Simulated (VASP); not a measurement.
Set up this calculation in VASP 6.6.1, as the native input.

| Item | Value |
| --- | --- |
| Task | single point |
| Functional | PBE |
| Potentials or basis | VASP PAW PBE potentials, release 64 (Zn, Cd) |
| Cutoff | 520 eV |
| k mesh | 4 × 4 × 2 |
| Occupations | methfessel-paxton, width 0.1 eV |
| Spin | no spin polarisation |
| Dipole correction | no |
| Further INCAR settings | LREAL = Auto; ALGO = Normal; EDIFF = 1e-06; NBANDS = 110 |

The structure of Zn7Cd9 lies in POSCAR:

```
Zn7Cd9
1.0
    5.9577400000      0.0000000000      0.0000000000
   -2.9788700000      5.1595540000      0.0000000000
    0.0000000000      0.0000000000     11.2353000000
Zn Cd
7 9
Direct
    0.1666666667      0.3333333333      0.1250000000
    0.1666666667      0.3333333333      0.6250000000
    0.3333333333      0.1666666667      0.8750000000
    0.1666666667      0.8333333333      0.6250000000
    0.6666666667      0.3333333333      0.1250000000
    0.6666666667      0.8333333333      0.1250000000
    0.6666666667      0.8333333333      0.6250000000
    0.3333333333      0.1666666667      0.3750000000
    0.1666666667      0.8333333333      0.1250000000
    0.3333333333      0.6666666667      0.3750000000
    0.3333333333      0.6666666667      0.8750000000
    0.8333333333      0.1666666667      0.3750000000
    0.6666666667      0.3333333333      0.6250000000
    0.8333333333      0.1666666667      0.8750000000
    0.8333333333      0.6666666667      0.3750000000
    0.8333333333      0.6666666667      0.8750000000
```

These files were run (other wordings do the same):

INCAR

```
PREC = Accurate
ENCUT = 520
EDIFF = 1E-6
ISMEAR = 1
SIGMA = 0.1
LREAL = Auto
LASPH = T
NELM = 100
ALGO = Normal
ISIF = 2
LWAVE = F
LCHARG = F
GGA = PE
NBANDS = 110
```

KPOINTS

```
regular mesh
0
Gamma
  4 4 2
```

Potentials or basis: VASP PAW PBE potentials, release 64 (Zn, Cd).

Command:

```sh
$ cat potpaw_PBE.64/Zn/POTCAR potpaw_PBE.64/Cd/POTCAR > POTCAR
$ mpirun -np 1 vasp_std > vasp.out
```

Results of the run:

- Pressure: -3.0 GPa
- Largest force: 0.102 eV/Å
- Band gap on the k mesh: zero (bands 96 and 97 overlap by 1.32 eV)

It took 14 min on 1 thread of Intel(R) Xeon(R) Platinum 8375C CPU @ 2.90GHz (Ice Lake), with other jobs on the host, peak memory 0.66 GiB.
